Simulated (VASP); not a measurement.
# SnO2 (C222_1) in VASP: notebook

The runs below take SnO2 through single point, with PBE+D3(BJ).

Everything below comes from runs of VASP 6.6.1. Logs are shortened: lines on timing, memory, paths and dates and some standing lists are left out, and cuts for length are marked.

## (1) The cell of the first run

It takes space group C222_1 (No. 20, orthorhombic). The conventional cell has a = 3.158 Å, b = 5.469 Å, c = 10.161 Å, α = 90.00°, β = 90.00°, γ = 90.00°. Within 2.7 Å of Sn (site symmetry 2) lie 6 O at 2.07 to 2.08 Å. O (site symmetry 1) has 3 Sn at 2.07 to 2.08 Å within 2.7 Å.

## (2) Single point, PBE+D3(BJ)

The input, INCAR:

```
PREC = Accurate ; ENCUT = 520
EDIFF = 1E-7 ; ISMEAR = 0
SIGMA = 0.05 ; LREAL = False
LASPH = True ; NELM = 80
ALGO = Normal ; ISIF = 2
LWAVE = False ; LCHARG = False
GGA = PE ; IVDW = 12
NBANDS = 35
```

The input, KPOINTS:

```
Automatic mesh
0
Gamma
  12 12 4
```

The input, POSCAR:

```
SnO2
1.0
    3.1575531076      0.0000000000      0.0000000000
   -1.5787765538      2.7345212049      0.0000000000
    0.0000000000      0.0000000000     10.1605007849
Sn O
2 4
Direct
   -0.1559678954      0.0000000000      0.5000000000
    0.1559678954      0.0000000000      0.0000000000
    0.5087184888      0.3333333333      0.4017901351
    0.8246148446      0.3333333333      0.0982098649
    0.1753851554      0.6666666667      0.5982098649
    0.4912815112      0.6666666667      0.9017901351
```

Potentials or basis: VASP PAW PBE potentials, release 64 (Sn_d, O).

Launch:

```
> cat potpaw_PBE.64/Sn_d/POTCAR potpaw_PBE.64/O/POTCAR > POTCAR
> mpirun -np 1 vasp_std > vasp.out
```

OUTCAR:

```text
PREC = Accurate
   ENCUT = 520
   EDIFF = 1E-7
   ISMEAR = 0
   LREAL = False
   LASPH = True
   NELM = 80
   ISIF = 2
   GGA = PE
   IVDW = 12
 IVDW          = 12

 ion  position               nearest neighbor table
   1  0.844  0.000  0.500-   5 2.07   3 2.07   3 2.08   5 2.08   3 2.08   5 2.08
   2  0.156  0.000  0.000-   4 2.07   6 2.07   6 2.08   4 2.08   6 2.08   4 2.08
   3  0.509  0.333  0.402-   1 2.07   1 2.08   1 2.08
   4  0.825  0.333  0.098-   2 2.07   2 2.08   2 2.08
   5  0.175  0.667  0.598-   1 2.07   1 2.08   1 2.08
   6  0.491  0.667  0.902-   2 2.07   2 2.08   2 2.08

  LATTYP: Found a hexagonal cell.
 ALAT       =     3.1575531076
 C/A-ratio  =     3.2178400295

  Lattice vectors:

 A1 = (   3.1575531076,   0.0000000000,   0.0000000000)
 A2 = (  -1.5787765538,   2.7345212049,   0.0000000000)
 A3 = (   0.0000000000,   0.0000000000,  10.1605007849)

Analysis of symmetry for initial positions (statically):
=====================================================================
 Subroutine PRICEL returns:
 Original cell was already a primitive cell.

 Routine SETGRP: Setting up the symmetry group for a
 hexagonal supercell.

 Subroutine GETGRP returns: Found  4 space group operations
 (whereof  2 operations were pure point group operations)
 out of a pool of 24 trial point group operations.

The static configuration has the point symmetry C_2 .
 The point group associated with its full space group is D_2 .

Analysis of symmetry for dynamics (positions and initial velocities):
=====================================================================
 Subroutine PRICEL returns:
 Original cell was already a primitive cell.

 Routine SETGRP: Setting up the symmetry group for a
 hexagonal supercell.

 Subroutine GETGRP returns: Found  4 space group operations
 (whereof  2 operations were pure point group operations)
 out of a pool of 24 trial point group operations.

The dynamic configuration has the point symmetry C_2 .
 The point group associated with its full space group is D_2 .

 Subroutine INISYM returns: Found  4 space group operations
 (whereof  2 operations are pure point group operations),
 and found     1 'primitive' translations

----------------------------------------------------------------------------------------

                                     Primitive cell

  volume of cell :      87.7298

  direct lattice vectors                    reciprocal lattice vectors
     3.157553108  0.000000000  0.000000000     0.316700928  0.182847366  0.000000000
    -1.578776554  2.734521205  0.000000000     0.000000000  0.365694732  0.000000000
     0.000000000  0.000000000 10.160500785     0.000000000  0.000000000  0.098420346

  length of vectors
     3.157553108  3.157553108 10.160500785     0.365694732  0.365694732  0.098420346

  position of ions in fractional coordinates (direct lattice)
     0.844032105  0.000000000  0.500000000
     0.155967895  0.000000000  0.000000000
     0.508718489  0.333333333  0.401790135
     0.824614845  0.333333333  0.098209865
     0.175385155  0.666666667  0.598209865
     0.491281511  0.666666667  0.901790135

  ion indices of the primitive-cell ions
   primitive index   ion index
                 1           1
                 2           2
                 3           3
                 4           4
                 5           5
                 6           6

----------------------------------------------------------------------------------------

 KPOINTS: Automatic mesh

Automatic generation of k-mesh.
 Grid dimensions read from file:
 generate k-points for:   12   12    4

 Generating k-lattice:

  Cartesian coordinates                     Fractional coordinates (reciprocal lattice)
     0.026391744  0.015237281  0.000000000     0.083333333  0.000000000  0.000000000
     0.000000000  0.030474561  0.000000000     0.000000000  0.083333333  0.000000000
     0.000000000  0.000000000  0.024605086     0.000000000  0.000000000  0.250000000

  Length of vectors
     0.030474561  0.030474561  0.024605086

  Shift w.r.t. Gamma in fractional coordinates (k-lattice)
     0.000000000  0.000000000  0.000000000

 Subroutine IBZKPT returns following result:
 ===========================================

 Found    129 irreducible k-points:

 Following reciprocal coordinates:
            Coordinates               Weight
  0.000000  0.000000  0.000000      1.000000
  0.083333  0.000000  0.000000      4.000000
  0.000000  0.083333  0.000000      2.000000
  0.166667  0.000000  0.000000      4.000000
  0.000000  0.166667  0.000000      2.000000
  0.250000  0.000000  0.000000      4.000000
[... 16 lines left out ...]
 -0.083333  0.416667  0.000000      4.000000
 -0.416667  0.333333  0.000000      4.000000
 [... further k-points ...]
   k-points           NKPTS =    129   k-points in BZ     NKDIM =    129   number of bands    NBANDS=     35
   number of dos      NEDOS =    301   number of ions     NIONS =      6
   total plane-waves  NPLWV =  46080
   dimension x,y,z NGX =    24 NGY =   24 NGZ =   80
   dimension x,y,z NGXF=    48 NGYF=   48 NGZF=  160
   ions per type =               2   4
   NGX,Y,Z   is equivalent  to a cutoff of  12.64, 12.64, 13.09 a.u.
   NGXF,Y,Z  is equivalent  to a cutoff of  25.27, 25.27, 26.18 a.u.
 SYSTEM =  unknown system
   PREC   = accura    normal or accurate (medium, high low for compatibility)
   ISTART =      0    job   : 0-new  1-cont  2-samecut
   ICHARG =      2    charge: 1-file 2-atom 10-const
   ISPIN  =      1    spin polarized calculation?
   LNONCOLLINEAR =      F non collinear calculations
   LSORBIT =      F    spin-orbit coupling
   LASPH  =      T    aspherical Exc in radial PAW
   ENCUT  =  520.0 eV  38.22 Ry    6.18 a.u.   5.87  5.87 18.89*2*pi/ulx,y,z
   NELM   =     80;   NELMIN=  2; NELMDL= -5     # of ELM steps
   EDIFF  = 0.1E-06   stopping-criterion for ELM
   LREAL  =      F    real-space projection
   EDIFFG = 0.1E-05   stopping-criterion for IOM
   NSW    =      0    number of steps for IOM
   IBRION =     -1    ionic relax: 0-MD 1-quasi-New 2-CG
   NFREE  =      0    steps in history (QN), initial steepest desc. (CG)
   ISIF   =      2    stress and relaxation
   ISYM   =      2    0-nonsym 1-usesym 2-fastsym
   POTIM  = 0.5000    time-step for ionic-motion
   TEBEG  =    0.0;   TEEND  =   0.0 temperature during run
   PSTRESS=    0.0 pullay stress
   NELECT =      52.0000    total number of electrons
   NUPDOWN=      -1.0000    fix difference up-down
   EMIN   =  10.00;   EMAX   =-10.00  energy-range for DOS
   EFERMI =   0.00;   METHOD = LEGACY
   ISMEAR =     0;   SIGMA  =   0.05  broadening in eV -4-tet -1-fermi 0-gaus
   EFERMI_NEDOS =   21; number of points for ismear=-14 and -15
   IALGO  =     38    algorithm
   IMIX   =      4    mixing-type and parameters
     AMIX     =   0.40;   BMIX     =  1.00
     AMIX_MAG =   1.60;   BMIX_MAG =  1.00
  volume/ion in A,a.u.               =      14.62        98.67
  Fermi-wavevector in a.u.,A,eV,Ry     =   1.375182  2.598718 25.730334  1.891126
  Thomas-Fermi vector in A             =   2.500541
   LORBIT       =      0    0 simple, 1 ext, 2 COOP (PROOUT), +10 PAW based schemes
   GGA     = PE    functional components
   LHFCALC =     F    Hartree Fock is set to
   AEXX    =    0.0000 exact exchange contribution
   IVDW    =    12    specifies the selected vdW correction
   LEPSILON=     F    determine dielectric tensor
   LRPA    =     F    only Hartree local field effects (RPA)
 non-spin polarized calculation
 Gauss-broadening in eV      SIGMA  =   0.05
  energy-cutoff  :      520.00
  volume of cell :       87.73
 maximum number of plane-waves:      2386
   NGX = 11   NGY = 11   NGZ = 37

 number of electron      52.0000009 magnetization

 Free energy of the ion-electron system (eV)
  ---------------------------------------------------
  ext. energy  EPLUGINS =         0.00000000
  ---------------------------------------------------
  free energy    TOTEN  =       -36.17142789 eV

  energy without entropy =      -36.17142789  energy(sigma->0) =      -36.17142789

 E-fermi :   3.3819     XC(G=0):  -9.7782

 val. band max:        3.0954676769   @ k =  -0.1667   0.4167   0.0000
 cond. band min:       5.5770707754   @ k =   0.0000   0.0000   0.0000
 fundamental gap:      2.4816030985
 Fermi energy:         3.3818792990

 k-point     1 :       0.0000    0.0000    0.0000
  band No.  band energies     occupation
      1     -16.9631      2.00000
      2     -16.9606      2.00000
      3     -16.6349      2.00000
      4     -16.6348      2.00000
      5     -16.6346      2.00000
      6     -16.6346      2.00000
[... 27 lines left out ...]
     34      14.8584      0.00000
     35      14.8956      0.00000

 k-point     2 :       0.0833    0.0000    0.0000
  band No.  band energies     occupation
      1     -16.9235      2.00000
      2     -16.9214      2.00000
      3     -16.7072      2.00000
      4     -16.7064      2.00000
      5     -16.6163      2.00000
      6     -16.6162      2.00000
[... 27 lines left out ...]
     34      14.9572      0.00000
     35      15.0397      0.00000

 k-point     3 :       0.0000    0.0833    0.0000
  band No.  band energies     occupation
      1     -16.9236      2.00000
      2     -16.9214      2.00000
      3     -16.7076      2.00000
      4     -16.7066      2.00000
      5     -16.6159      2.00000
      6     -16.6159      2.00000
[... 27 lines left out ...]
     34      14.9389      0.00000
     35      15.0202      0.00000
[... 723 lines left out ...]
 k-point    23 :      -0.0833    0.4167    0.0000
  band No.  band energies     occupation
      1     -17.4821      2.00000
      2     -17.4773      2.00000
      3     -16.6073      2.00000
      4     -16.6065      2.00000
      5     -16.5347      2.00000
      6     -16.5341      2.00000
[... 27 lines left out ...]
     34      15.3888      0.00000
     35      15.4373      0.00000

 k-point    24 :      -0.4167    0.3333    0.0000
  band No.  band energies     occupation
      1     -17.4812      2.00000
      2     -17.4776      2.00000
      3     -16.6075      2.00000
      4     -16.6067      2.00000
      5     -16.5351      2.00000
      6     -16.5347      2.00000
[... 27 lines left out ...]
     34      15.3529      0.00000
     35      15.4114      0.00000

 [... further k-points ...]

------------------------ aborting loop because EDIFF is reached ----------------------------------------

 Edisp (eV)   -1.04253

 E8    (eV) :    -0.4086

  FORCE on cell =-STRESS in cart. coord.  units (eV):
  Direction    XX          YY          ZZ          XY          YZ          ZX
  --------------------------------------------------------------------------------------
  -------------------------------------------------------------------------------------
  Total       5.78521     5.61375     2.09163     0.00000     0.00000     0.00000
  in kB     105.65324   102.52188    38.19861     0.00000     0.00000     0.00000
  external pressure =       82.12 kB  Pullay stress =        0.00 kB

 VOLUME and BASIS-vectors are now :
 -----------------------------------------------------------------------------
  energy-cutoff  :      520.00
  volume of cell :       87.73
      direct lattice vectors                 reciprocal lattice vectors
     3.157553108  0.000000000  0.000000000     0.316700928  0.182847366  0.000000000
    -1.578776554  2.734521205  0.000000000     0.000000000  0.365694732  0.000000000
     0.000000000  0.000000000 10.160500785     0.000000000  0.000000000  0.098420346

 POSITION                                       TOTAL-FORCE (eV/Angst)
 -----------------------------------------------------------------------------------
      2.66508      0.00000      5.08025        -0.117587     -0.000000      0.000000
      0.49248      0.00000      0.00000         0.117587     -0.000000      0.000000
      1.08005      0.91151      4.08239         0.026161     -0.005957     -0.704112
      2.07751      0.91151      0.99786        -0.026161     -0.005957      0.704112
     -0.49873      1.82301      6.07811         0.026161      0.005957      0.704112
      0.49873      1.82301      9.16264        -0.026161      0.005957     -0.704112
 -----------------------------------------------------------------------------------
    total drift:                               -0.000000     -0.000000     -0.000000

  FREE ENERGIE OF THE ION-ELECTRON SYSTEM (eV)
  ---------------------------------------------------
  free  energy   TOTEN  =       -37.2139619391 eV

  energy  without entropy=      -37.2139619391  energy(sigma->0) =      -37.21396194
```

Wall time 9 min (1 thread of Oxide Virtual Turin-like, shared host); peak memory 0.4 GiB.

Results:

| Property | Result |
| --- | --- |
| Free energy | -37.2140 eV |
| Pressure | 8.2 GPa |
| Largest force | 0.705 eV/Å |
| Band gap on the k mesh | 2.48 eV, indirect (least direct gap 2.88 eV) |
| Dispersion energy per atom | -0.174 eV |

Forces on the atoms (eV/Å):
```
Sn  -0.118  0.000  0.000
Sn   0.118  0.000  0.000
O    0.026 -0.006 -0.704
O   -0.026 -0.006  0.704
O    0.026  0.006  0.704
O   -0.026  0.006 -0.704
```

Caveat: spin-orbit coupling is left out, which moves the levels of the heavy elements.

## (3) Single point, PBE+D3(BJ)

The input, INCAR:

```
SYSTEM = SnO2
PREC = Accurate
ENCUT = 520
EDIFF = 1E-6
ISMEAR = 0
SIGMA = 0.05
LREAL = .False.
LASPH = .True.
NELM = 60
ALGO = Normal
ISIF = 2
LWAVE = .False.
LCHARG = .False.
GGA = PE
IVDW = 12
NBANDS = 35
```

The input, KPOINTS:

```
Automatic mesh
0
Gamma
  12 12 4
  0 0 0
```

The input, POSCAR:

```
SnO2
1.0
    3.1575531076      0.0000000000      0.0000000000
   -1.5787765538      2.7345212049      0.0000000000
    0.0000000000      0.0000000000     10.1605007849
Sn O
2 4
Direct
   -0.0779839477      0.0000000000      0.5000000000
    0.0779839477      0.0000000000      0.0000000000
    0.5876925777      0.3333333333      0.4017901351
    0.7456407556      0.3333333333      0.0982098649
    0.2543592444      0.6666666667      0.5982098649
    0.4123074223      0.6666666667      0.9017901351
```

Potentials or basis: VASP PAW PBE potentials, release 64 (Sn_d, O).

Launch:

```
> cat potpaw_PBE.64/Sn_d/POTCAR potpaw_PBE.64/O/POTCAR > POTCAR
> mpirun -np 1 vasp_std > vasp.out
```

It took 8.7 min on 1 thread of Oxide Virtual Turin-like, shared host; peak memory 0.4 GiB.

It converged, with:

```yaml
Free_energy: -37.1802 eV
Pressure: 8.4 GPa
Largest_force: 0.677 eV/Å
Band_gap_on_the_k_mesh: 2.41 eV, indirect (least direct gap 2.84 eV)
Dispersion_energy_per_atom: -0.174 eV
```

Forces on the atoms (eV/Å):
```
Sn  -0.061  0.000  0.000
Sn   0.061  0.000  0.000
O    0.000 -0.002 -0.677
O    0.000 -0.002  0.677
O    0.000  0.002  0.677
O    0.000  0.002 -0.677
```

Stress tensor (GPa, compression positive):
```
10.31  0.00  0.00
 0.00 10.21  0.00
 0.00  0.00  4.57
```

Levels at points of the mesh, in eV from the valence-band top:
```tsv
k point	band 23	band 24	band 25	band 26	band 27	band 28	band 29	band 30
(0.00, 0.00, 0.00)	-0.91	-0.89	-0.88	-0.43	2.41	3.36	5.72	6.13
(0.50, 0.00, 0.00)	-0.59	-0.59	-0.53	-0.08	5.66	5.84	7.22	7.92
(0.00, 0.50, 0.00)	-0.62	-0.58	-0.54	-0.06	5.66	5.85	7.20	7.98
(0.00, 0.00, 0.50)	-0.90	-0.90	-0.88	-0.88	2.90	2.90	5.94	5.94
(0.50, 0.00, 0.50)	-0.56	-0.56	-0.31	-0.31	5.75	5.75	7.55	7.55
(0.00, 0.50, 0.50)	-0.56	-0.56	-0.30	-0.30	5.75	5.75	7.57	7.57
```

Caveat: spin-orbit coupling is left out, which moves the levels of the heavy elements. A k mesh can miss the band edges.

[end of part 1 of 3]
